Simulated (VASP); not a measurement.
**InGa2N3: single point with PBEsol**

InGa2N3:

```
In Ga N
1.0
     4.95301   -2.85687    0.00000
     4.95301    2.85687    0.00000
     0.00000    0.00000    5.33559
In Ga N
2 4 6
Cartesian
  5.0230 0.7620 5.2409
  5.0230 -1.2353 2.5731
  1.7584 0.6972 5.2563
  8.2876 0.6972 5.2563
  8.2876 -1.1705 2.5885
  1.7584 -1.1705 2.5885
  1.7137 1.1142 1.9552
  8.0523 1.1142 1.9552
  8.0523 -0.6409 4.6230
  1.7137 -0.6409 4.6230
  4.8830 1.3344 2.1479
  4.8830 -0.8611 4.8157
```

This cell differs from its parent crystal: all N atoms moved 0.5 Å in one direction.

```yaml
Program: VASP 6.6.1
Task: single point
Functional: PBEsol
Potentials_or_basis: VASP PAW PBE potentials, release 64 (In_d, Ga_d, N)
Cutoff: 520 eV
k_mesh: 6 × 6 × 6
Occupations: gaussian, width 0.05 eV
Spin: no spin polarisation
```

The pressure is 29.1 GPa. The largest force is 18.816 eV/Å. The band gap on the k mesh is 0.92 eV.

Forces in eV/Å, atoms in the order of the input:
```
In    1.001  13.364   3.407
In   -4.886   2.301   2.404
Ga    0.258  17.151   7.734
Ga    2.256  15.434   6.957
Ga   -5.079   3.046   2.561
Ga   -7.659   4.751   4.209
N     4.550  -2.953  -2.883
N     7.504  -4.305  -4.222
N    -2.101 -15.533  -6.801
N    -0.635 -16.994  -7.706
N     5.869  -2.471  -2.115
N    -1.075 -13.792  -3.545
```

Stress tensor (GPa, compression positive):
```
24.38 -2.69 -6.48
-2.69 56.31 27.14
-6.48 27.14  6.67
```

Levels at points of the mesh, in eV from the valence-band top:
| k point | band 51 | band 52 | band 53 | band 54 | band 55 | band 56 | band 57 | band 58 |
| --- | --- | --- | --- | --- | --- | --- | --- | --- |
| (0.00, 0.00, 0.00) | -1.40 | -0.15 | -0.02 | 0.00 | 0.92 | 3.12 | 4.45 | 4.55 |
| (0.50, 0.00, 0.00) | -1.32 | -0.95 | -0.72 | -0.45 | 3.19 | 3.34 | 4.05 | 4.42 |
| (0.00, 0.50, 0.00) | -1.30 | -0.85 | -0.70 | -0.46 | 3.30 | 3.57 | 4.13 | 4.74 |
| (0.50, 0.50, 0.00) | -1.27 | -1.11 | -0.66 | -0.26 | 3.29 | 4.01 | 4.04 | 4.63 |
| (0.00, 0.00, 0.50) | -1.21 | -0.79 | -0.19 | -0.04 | 3.11 | 3.28 | 4.57 | 5.01 |
| (0.50, 0.00, 0.50) | -1.37 | -1.32 | -0.96 | -0.90 | 3.22 | 3.42 | 4.31 | 4.49 |
| (0.00, 0.50, 0.50) | -1.38 | -1.18 | -1.10 | -0.91 | 3.07 | 3.75 | 4.27 | 4.57 |
| (0.50, 0.50, 0.50) | -1.59 | -1.28 | -1.01 | -0.71 | 3.11 | 4.16 | 4.24 | 4.37 |

Wall time 7.6 min on 4 MPI ranks on AMD EPYC 7R13 Processor (Zen 3), on a shared host, peak memory 0.87 GiB a rank.

Caveat: the cell differs from its parent crystal (all N atoms moved 0.5 Å in one direction); the stress differs along the axes, from 7 to 56 GPa; the PAW data sets were made with another functional, which shifts forces and pressure a little; spin-orbit coupling is left out, which moves the levels of the heavy elements.
